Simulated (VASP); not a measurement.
# S (P-3m1) in VASP: further runs

Runs on S. Level: PBE. Tasks: single point, relaxation of cell and atoms.

Everything below comes from runs of VASP 6.6.1. Logs are shortened: lines on timing, memory, paths and dates and some standing lists are left out, and cuts for length are marked.

## 1. The cell of the first run

The structure is trigonal, space group P-3m1 (No. 164). The conventional cell has a = 3.246 Å, b = 3.246 Å, c = 6.672 Å, α = 90.00°, β = 90.00°, γ = 120.00°. Within 2.8 Å of S (site symmetry 3m) lie 3 S at 2.09 Å.

## 2. Single point, PBE

Contents of INCAR:

```
PREC = Accurate
ENCUT = 520
EDIFF = 1E-6
ISMEAR = 0
SIGMA = 0.1
LREAL = False
LASPH = True
NELM = 80
ALGO = Normal
ISIF = 2
LWAVE = False
LCHARG = False
GGA = PE
NBANDS = 13
```

Contents of KPOINTS:

```
Automatic mesh
0
Gamma
  6 6 4
```

Contents of POSCAR:

```
S
1.0
    3.2464329000      0.0000000000      0.0000000000
   -1.6232164500      2.8114933600      0.0000000000
    0.0000000000      0.0000000000      6.6718585600
S
2
Direct
    0.6666666700      0.3333333300      0.4308889100
    0.3333333300      0.6666666700      0.5691110900
```

Potentials or basis: VASP PAW PBE potentials, release 64 (S).

The run is started by

```console
$ cat potpaw_PBE.64/S/POTCAR > POTCAR
$ mpirun -np 1 vasp_std > vasp.out
```

OUTCAR:

```text
PREC = Accurate
   ENCUT = 520
   EDIFF = 1E-6
   ISMEAR = 0
   LREAL = False
   LASPH = True
   NELM = 80
   ISIF = 2
   GGA = PE

 ion  position               nearest neighbor table
   1  0.667  0.333  0.431-   2 2.09   2 2.09   2 2.09
   2  0.333  0.667  0.569-   1 2.09   1 2.09   1 2.09

  LATTYP: Found a hexagonal cell.
 ALAT       =     3.2464329000
 C/A-ratio  =     2.0551352101

  Lattice vectors:

 A1 = (   3.2464329000,   0.0000000000,   0.0000000000)
 A2 = (  -1.6232164500,   2.8114933600,   0.0000000000)
 A3 = (   0.0000000000,   0.0000000000,   6.6718585600)

Analysis of symmetry for initial positions (statically):
=====================================================================
 Subroutine PRICEL returns:
 Original cell was already a primitive cell.

 Routine SETGRP: Setting up the symmetry group for a
 hexagonal supercell.

 Subroutine GETGRP returns: Found 12 space group operations
 (whereof 12 operations were pure point group operations)
 out of a pool of 24 trial point group operations.

The static configuration has the point symmetry D_3d.

Analysis of symmetry for dynamics (positions and initial velocities):
=====================================================================
 Subroutine PRICEL returns:
 Original cell was already a primitive cell.

 Routine SETGRP: Setting up the symmetry group for a
 hexagonal supercell.

 Subroutine GETGRP returns: Found 12 space group operations
 (whereof 12 operations were pure point group operations)
 out of a pool of 24 trial point group operations.

The dynamic configuration has the point symmetry D_3d.

 Subroutine INISYM returns: Found 12 space group operations
 (whereof 12 operations are pure point group operations),
 and found     1 'primitive' translations

----------------------------------------------------------------------------------------

                                     Primitive cell

  volume of cell :      60.8962

  direct lattice vectors                    reciprocal lattice vectors
     3.246432900  0.000000000  0.000000000     0.308030392  0.177841430  0.000000000
    -1.623216450  2.811493360  0.000000000     0.000000000  0.355682860  0.000000000
     0.000000000  0.000000000  6.671858560     0.000000000  0.000000000  0.149883273

  length of vectors
     3.246432900  3.246432897  6.671858560     0.355682860  0.355682860  0.149883273

  position of ions in fractional coordinates (direct lattice)
     0.666666670  0.333333330  0.430888910
     0.333333330  0.666666670  0.569111090

  ion indices of the primitive-cell ions
   primitive index   ion index
                 1           1
                 2           2

----------------------------------------------------------------------------------------

 KPOINTS: Automatic mesh

Automatic generation of k-mesh.
 Grid dimensions read from file:
 generate k-points for:    6    6    4

 Generating k-lattice:

  Cartesian coordinates                     Fractional coordinates (reciprocal lattice)
     0.051338399  0.029640238  0.000000000     0.166666667 -0.000000000  0.000000000
     0.000000000  0.059280477  0.000000000     0.000000000  0.166666667  0.000000000
     0.000000000  0.000000000  0.037470818     0.000000000  0.000000000  0.250000000

  Length of vectors
     0.059280477  0.059280477  0.037470818

  Shift w.r.t. Gamma in fractional coordinates (k-lattice)
     0.000000000  0.000000000  0.000000000

 Subroutine IBZKPT returns following result:
 ===========================================

 Found     24 irreducible k-points:

 Following reciprocal coordinates:
            Coordinates               Weight
  0.000000  0.000000  0.000000      1.000000
  0.166667  0.000000  0.000000      6.000000
  0.333333 -0.000000  0.000000      6.000000
  0.500000  0.000000  0.000000      3.000000
  0.166667  0.166667  0.000000      6.000000
  0.333333  0.166667  0.000000     12.000000
[... 16 lines left out ...]
  0.333333  0.166667  0.500000     12.000000
  0.333333  0.333333  0.500000      2.000000
   k-points           NKPTS =     24   k-points in BZ     NKDIM =     24   number of bands    NBANDS=     13
   number of dos      NEDOS =    301   number of ions     NIONS =      2
   total plane-waves  NPLWV =  28800
   dimension x,y,z NGX =    24 NGY =   24 NGZ =   50
   dimension x,y,z NGXF=    48 NGYF=   48 NGZF=  100
   ions per type =               2
   NGX,Y,Z   is equivalent  to a cutoff of  12.29, 12.29, 12.46 a.u.
   NGXF,Y,Z  is equivalent  to a cutoff of  24.58, 24.58, 24.92 a.u.
 SYSTEM =  unknown system
   PREC   = accura    normal or accurate (medium, high low for compatibility)
   ISTART =      0    job   : 0-new  1-cont  2-samecut
   ICHARG =      2    charge: 1-file 2-atom 10-const
   ISPIN  =      1    spin polarized calculation?
   LNONCOLLINEAR =      F non collinear calculations
   LSORBIT =      F    spin-orbit coupling
   LASPH  =      T    aspherical Exc in radial PAW
   ENCUT  =  520.0 eV  38.22 Ry    6.18 a.u.   6.04  6.04 12.41*2*pi/ulx,y,z
   NELM   =     80;   NELMIN=  2; NELMDL= -5     # of ELM steps
   EDIFF  = 0.1E-05   stopping-criterion for ELM
   LREAL  =      F    real-space projection
   EDIFFG = 0.1E-04   stopping-criterion for IOM
   NSW    =      0    number of steps for IOM
   IBRION =     -1    ionic relax: 0-MD 1-quasi-New 2-CG
   NFREE  =      0    steps in history (QN), initial steepest desc. (CG)
   ISIF   =      2    stress and relaxation
   ISYM   =      2    0-nonsym 1-usesym 2-fastsym
   POTIM  = 0.5000    time-step for ionic-motion
   TEBEG  =    0.0;   TEEND  =   0.0 temperature during run
   PSTRESS=    0.0 pullay stress
   NELECT =      12.0000    total number of electrons
   NUPDOWN=      -1.0000    fix difference up-down
   EMIN   =  10.00;   EMAX   =-10.00  energy-range for DOS
   EFERMI =   0.00;   METHOD = LEGACY
   ISMEAR =     0;   SIGMA  =   0.10  broadening in eV -4-tet -1-fermi 0-gaus
   EFERMI_NEDOS =   21; number of points for ismear=-14 and -15
   IALGO  =     38    algorithm
   IMIX   =      4    mixing-type and parameters
     AMIX     =   0.40;   BMIX     =  1.00
     AMIX_MAG =   1.60;   BMIX_MAG =  1.00
  volume/ion in A,a.u.               =      30.45       205.47
  Fermi-wavevector in a.u.,A,eV,Ry     =   0.952661  1.800269 12.348149  0.907563
  Thomas-Fermi vector in A             =   2.081245
   LORBIT       =      0    0 simple, 1 ext, 2 COOP (PROOUT), +10 PAW based schemes
   GGA     = PE    functional components
   LHFCALC =     F    Hartree Fock is set to
   AEXX    =    0.0000 exact exchange contribution
   IVDW    =     0    specifies the selected vdW correction
   LEPSILON=     F    determine dielectric tensor
   LRPA    =     F    only Hartree local field effects (RPA)
 non-spin polarized calculation
 Gauss-broadening in eV      SIGMA  =   0.10
  energy-cutoff  :      520.00
  volume of cell :       60.90
 maximum number of plane-waves:      1674
   NGX = 13   NGY = 13   NGZ = 25

 number of electron      12.0000001 magnetization

 Free energy of the ion-electron system (eV)
  ---------------------------------------------------
  ext. energy  EPLUGINS =         0.00000000
  ---------------------------------------------------
  free energy    TOTEN  =        -5.37993121 eV

  energy without entropy =       -5.35123668  energy(sigma->0) =       -5.36558395

 E-fermi :   2.7509     XC(G=0):  -6.9008

 val. band max:        2.7487943042   @ k =   0.3333   0.3333   0.5000
 cond. band min:       2.7596716350   @ k =   0.1667   0.1667   0.0000
 fundamental gap:      0.0108773308
 Fermi energy:         2.7508902990

 k-point     1 :       0.0000    0.0000    0.0000
  band No.  band energies     occupation
      1     -17.1262      2.00000
      2      -7.7793      2.00000
      3      -3.1601      2.00000
      4      -3.1601      2.00000
      5      -0.4085      2.00000
      6       0.4009      2.00000
      7       2.3370      2.00000
      8       2.3370      2.00000
      9       6.5217      0.00000
     10       9.5398      0.00000
     11      10.4078      0.00000
     12      10.4078      0.00000
     13      11.6200      0.00000

 k-point     2 :       0.1667    0.0000    0.0000
  band No.  band energies     occupation
      1     -16.7045      2.00000
      2      -8.0767      2.00000
      3      -4.9213      2.00000
      4      -3.7509      2.00000
      5      -0.4578      2.00000
      6       1.2487      2.00000
      7       3.2700      0.00000
      8       3.3139      0.00000
      9       6.5368      0.00000
     10       9.0436      0.00000
     11      10.0400      0.00000
     12      10.0535      0.00000
     13      11.5358      0.00000

 k-point     3 :       0.3333   -0.0000    0.0000
  band No.  band energies     occupation
      1     -15.5070      2.00000
      2     -10.1341      2.00000
      3      -5.1215      2.00000
      4      -4.5949      2.00000
      5      -1.2807      2.00000
      6       0.8638      2.00000
      7       4.3770      0.00000
      8       4.5818      0.00000
      9       7.6632      0.00000
     10       9.2403      0.00000
     11      10.5366      0.00000
     12      11.1103      0.00000
     13      11.4482      0.00000

 k-point     4 :       0.5000    0.0000    0.0000
  band No.  band energies     occupation
      1     -14.3083      2.00000
      2     -11.9070      2.00000
      3      -4.9278      2.00000
      4      -4.4322      2.00000
      5      -2.1938      2.00000
      6       0.7201      2.00000
      7       4.3448      0.00000
      8       4.8735      0.00000
      9       7.6483      0.00000
     10      10.0247      0.00000
     11      12.3668      0.00000
     12      12.9218      0.00000
     13      13.6566      0.00000

 k-point     5 :       0.1667    0.1667    0.0000
  band No.  band energies     occupation
      1     -15.8866      2.00000
      2      -9.3503      2.00000
      3      -5.1273      2.00000
      4      -5.0770      2.00000
      5      -0.8228      2.00000
      6       2.6869      1.63457
      7       2.7597      0.90117
      8       4.7349      0.00000
      9       6.4099      0.00000
     10       9.3587      0.00000
     11       9.9424      0.00000
     12      10.8571      0.00000
     13      11.6848      0.00000
[... 257 lines left out ...]
 k-point    22 :       0.1667    0.1667    0.5000
  band No.  band energies     occupation
      1     -15.8863      2.00000
      2      -9.3516      2.00000
      3      -5.1418      2.00000
      4      -5.0767      2.00000
      5      -0.7853      2.00000
      6       2.7470      1.04403
      7       2.7831      0.64865
      8       4.7253      0.00000
      9       7.1290      0.00000
     10       7.3005      0.00000
     11      10.1385      0.00000
     12      11.5379      0.00000
     13      11.6533      0.00000

 k-point    23 :       0.3333    0.1667    0.5000
  band No.  band energies     occupation
      1     -14.4405      2.00000
      2     -11.4961      2.00000
      3      -6.1793      2.00000
      4      -4.1688      2.00000
      5      -1.9346      2.00000
      6       2.6678      1.76010
      7       3.6193      0.00000
      8       5.0981      0.00000
      9       8.2670      0.00000
     10       9.1592      0.00000
     11       9.5023      0.00000
     12      11.3195      0.00000
     13      12.2462      0.00000

 k-point    24 :       0.3333    0.3333    0.5000
  band No.  band energies     occupation
      1     -12.9625      2.00000
      2     -12.9625      2.00000
      3      -7.1459      2.00000
      4      -2.9621      2.00000
      5      -2.9621      2.00000
      6       2.7488      1.02365
      7       5.5207      0.00000
      8       5.5207      0.00000
      9       7.9165      0.00000
     10       8.9565      0.00000
     11       8.9565      0.00000
     12      11.8270      0.00000
     13      11.8270      0.00000

------------------------ aborting loop because EDIFF is reached ----------------------------------------

  FORCE on cell =-STRESS in cart. coord.  units (eV):
  Direction    XX          YY          ZZ          XY          YZ          ZX
  --------------------------------------------------------------------------------------
  -------------------------------------------------------------------------------------
  Total        7.1067588      7.1067588      1.3139788      0.0000000     -0.0000000      0.0000000
  in kB      186.9785703    186.9785698     34.5707359      0.0000000     -0.0000000      0.0000000
  external PRESSURE =     136.1759587 kB  Pullay stress =       0.0000000 kB

 VOLUME and BASIS-vectors are now :
 -----------------------------------------------------------------------------
  energy-cutoff  :      520.00
  volume of cell :       60.90
      direct lattice vectors                 reciprocal lattice vectors
     3.246432900  0.000000000  0.000000000     0.308030392  0.177841430  0.000000000
    -1.623216450  2.811493360  0.000000000     0.000000000  0.355682860  0.000000000
     0.000000000  0.000000000  6.671858560     0.000000000  0.000000000  0.149883273

 POSITION                                       TOTAL-FORCE (eV/Angst)
 -----------------------------------------------------------------------------------
      1.62322      0.93716      2.87483         0.000000      0.000000     -1.475870
     -0.00000      1.87433      3.79703        -0.000000      0.000000      1.475870
 -----------------------------------------------------------------------------------
    total drift:                               -0.000000     -0.000000     -0.000000

  FREE ENERGIE OF THE ION-ELECTRON SYSTEM (eV)
  ---------------------------------------------------
  free  energy   TOTEN  =        -5.3799312148 eV

  energy  without entropy=       -5.3512366758  energy(sigma->0) =       -5.36558395
```

Wall time 7.6 s (1 thread of Intel Xeon Platinum 8488C (Sapphire Rapids), shared host); peak memory 0.16 GiB.

What came out:

* Free energy: -5.3799 eV
* Pressure: 13.6 GPa
* Largest force: 1.476 eV/Å
* Band gap on the k mesh: zero (band 6 reaches 2.79 eV, above the bottom of band 7 at 2.34 eV)

Forces in eV/Å, atoms in the order of the input:
```
S    0.000  0.000 -1.476
S    0.000  0.000  1.476
```

Stress tensor (GPa, compression positive):
```
18.70  0.00  0.00
 0.00 18.70  0.00
 0.00  0.00  3.46
```

Caveat: the k points lie up to 0.37 Å⁻¹ apart; forces of over 1 eV/Å act on the atoms, so gaps and moduli don't describe the material at rest.

## 3. Single point, PBE

This run uses another cell than the first one, of 42.84 Å³/atom, 1.407 times its volume.

Contents of INCAR:

```
PREC = Accurate ; ENCUT = 520
EDIFF = 1E-6 ; ISMEAR = 0
SIGMA = 0.1 ; LREAL = F
LASPH = T ; NELM = 80
ALGO = Normal ; ISIF = 2
LWAVE = F ; LCHARG = T
GGA = PE ; LELF = T
LVHAR = T ; NBANDS = 13
```

KPOINTS is that of step 2.

Contents of POSCAR:

```
S
1.0
    3.8885477438      0.0000000000      0.0000000000
   -1.9442738719      3.3675811299      0.0000000000
    0.0000000000      0.0000000000      6.5426572971
S
2
Direct
    0.6666666667      0.3333333333      0.4540287180
    0.3333333333      0.6666666667      0.5459712820
```

Potentials or basis: VASP PAW PBE potentials, release 64 (S).

The run is started by

```console
$ cat potpaw_PBE.64/S/POTCAR > POTCAR
$ mpirun -np 1 vasp_std > vasp.out
```

It took 14 s on 1 thread of Intel Xeon Platinum 8488C (Sapphire Rapids), shared host; peak memory 0.19 GiB.

The run converged. Its results:

```
Free energy            : -6.9868 eV
Pressure               : 0.0 GPa
Largest force          : 0.054 eV/Å
Band gap on the k mesh : zero (band 6 reaches 0.46 eV, above the bottom of band 7 at -0.43 eV)
```

Forces in eV/Å, atoms in the order of the input:
```
S    0.000  0.000  0.054
S    0.000  0.000 -0.054
```

Stress tensor (GPa, compression positive):
```
 0.12  0.00  0.00
 0.00  0.12  0.00
 0.00  0.00 -0.12
```

Levels at points of the mesh, in eV from the Fermi level:
| k point | band 4 | band 5 | band 6 | band 7 | band 8 | band 9 |
| --- | --- | --- | --- | --- | --- | --- |
| (0.00, 0.00, 0.00) | -5.18 | -3.79 | -0.41 | -0.19 | -0.19 | 4.01 |
| (0.50, 0.00, 0.00) | -4.60 | -2.47 | -1.90 | 2.54 | 2.75 | 5.91 |
| (0.00, 0.00, 0.50) | -5.18 | -3.83 | -0.31 | -0.19 | -0.19 | 4.78 |
| (0.50, 0.00, 0.50) | -4.61 | -2.48 | -1.90 | 2.54 | 2.78 | 6.18 |

## 4. Relaxation of cell and atoms, PBE

Contents of INCAR:

```
PREC = Accurate
ENCUT = 600
EDIFF = 1E-6
ISMEAR = 0
SIGMA = 0.1
LREAL = False
LASPH = True
NELM = 80
ALGO = Normal
ISIF = 3
LWAVE = False
LCHARG = False
GGA = PE
IBRION = 2
NSW = 90
EDIFFG = -0.04
```

Contents of KPOINTS:

```
regular mesh
0
Gamma
  6 6 4
```

Contents of POSCAR:

```
S
1.0
    3.2464329000      0.0000000000      0.0000000000
   -1.6232164500      2.8114933600      0.0000000000
    0.0000000000      0.0000000000      6.6718585600
S
2
Direct
    0.6666666700      0.3333333300      0.4308889100
    0.3333333300      0.6666666700      0.5691110900
```

The run is started by

```console
$ cat potpaw_PBE.64/S/POTCAR > POTCAR
$ mpirun -np 1 vasp_std > vasp.out
```

Run time: 61 s. Hardware: 1 thread of Intel Xeon Platinum 8488C (Sapphire Rapids), shared host; peak memory 0.18 GiB.

The run converged. Its results:

```yaml
Free_energy: -6.9849 eV
Relaxed_cell: a = 3.894 Å, b = 3.894 Å, c = 6.181 Å, α = 90.00°, β = 90.00°, γ = 120.00°
Space_group_after_relaxing_to_0.05_Å: P-3m1 (No. 164)
Energy_gained_by_relaxing: 801.9 meV/atom
Ionic_steps: 9
Pressure_after_relaxing: 0.0 GPa
Largest_force_after_relaxing: 0.024 eV/Å
Band_gap_on_the_k_mesh: zero (band 6 reaches 0.69 eV, above the bottom of band 7 at -0.16 eV)
```

Forces on the atoms (eV/Å):
```
S    0.000  0.000 -0.024
S    0.000  0.000  0.024
```

Stress tensor (GPa, compression positive):
```
 0.06  0.00  0.00
 0.00  0.06  0.00
 0.00  0.00 -0.03
```

The path:
| step | energy change (eV) | largest force (eV/Å) | pressure (GPa) | volume (Å³) |
| --- | --- | --- | --- | --- |
| 1 | 0.0000 | 1.4736 | 13.64 | 60.90 |
| 2 | -0.7954 | 2.5521 | -2.49 | 86.26 |
| 3 | -0.8861 | 2.0708 | 0.12 | 78.75 |
| 4 | -1.3633 | 1.8438 | -1.64 | 84.69 |
| 5 | -1.4610 | 1.2862 | -2.59 | 87.60 |
| 6 | -1.5973 | 0.2138 | 0.83 | 79.69 |
| 7 | -1.6032 | 0.0444 | 0.14 | 80.97 |
| 8 | -1.6032 | 0.0178 | 0.21 | 80.84 |
| 9 | -1.6038 | 0.0242 | 0.03 | 81.16 |

Final structure:
```yaml
crystal:
  lattice:
    - [3.89385, 0.00000, 0.00000]
    - [-1.94693, 3.37218, 0.00000]
    - [0.00000, 0.00000, 6.18120]
  atoms:
    - { symbol: S, position: [0.66667, 0.33333, 0.45230] }
    - { symbol: S, position: [0.33333, 0.66667, 0.54770] }
```

Levels at points of the mesh, in eV from the Fermi level:
| k point | band 4 | band 5 | band 6 | band 7 | band 8 | band 9 |
| --- | --- | --- | --- | --- | --- | --- |
| (0.00, 0.00, 0.00) | -5.19 | -3.81 | -0.39 | -0.19 | -0.19 | 4.05 |
| (0.50, 0.00, 0.00) | -4.56 | -2.43 | -1.92 | 2.57 | 2.75 | 5.87 |
| (0.00, 0.00, 0.50) | -5.19 | -3.87 | -0.24 | -0.19 | -0.19 | 4.98 |
| (0.50, 0.00, 0.50) | -4.58 | -2.46 | -1.94 | 2.56 | 2.78 | 6.18 |

Caveat: the k points lie up to 0.31 Å⁻¹ apart in the final cell; the volume moved by over 15 % at a fixed basis, so the end points are rough.

## 5. Overview

```csv
task,cell,cutoff (eV),gap on the mesh (eV),pressure (GPa),largest force (eV/Å)
single point,"a = 3.246, b = 3.246, c = 6.672 Å, angles 90.0, 90.0, 120.0°, 2 atoms",520,none,13.6,1.48
single point,"a = 3.889, b = 3.889, c = 6.543 Å, angles 90.0, 90.0, 120.0°, 2 atoms",520,none,0.0,0.05
relaxation of cell and atoms,"relaxed from a = 3.246, b = 3.246, c = 6.672 Å, angles 90.0, 90.0, 120.0°, 2 atoms",600,none,0.0,0.02
```

Alike in all rows: level PBE; potentials or basis VASP PAW PBE potentials, release 64 (S); no spin polarisation; k mesh 6 × 6 × 4; smearing gaussian 0.1 eV.

Caveats: some runs use coarse meshes; forces of over 1 eV/Å act on the atoms, so gaps and moduli don't describe the material at rest (some runs); the volume moved by over 15 % at a fixed basis, so the end points are rough (some runs).

Total energies depend on the potentials used, so only differences within one code and one set of settings carry meaning.
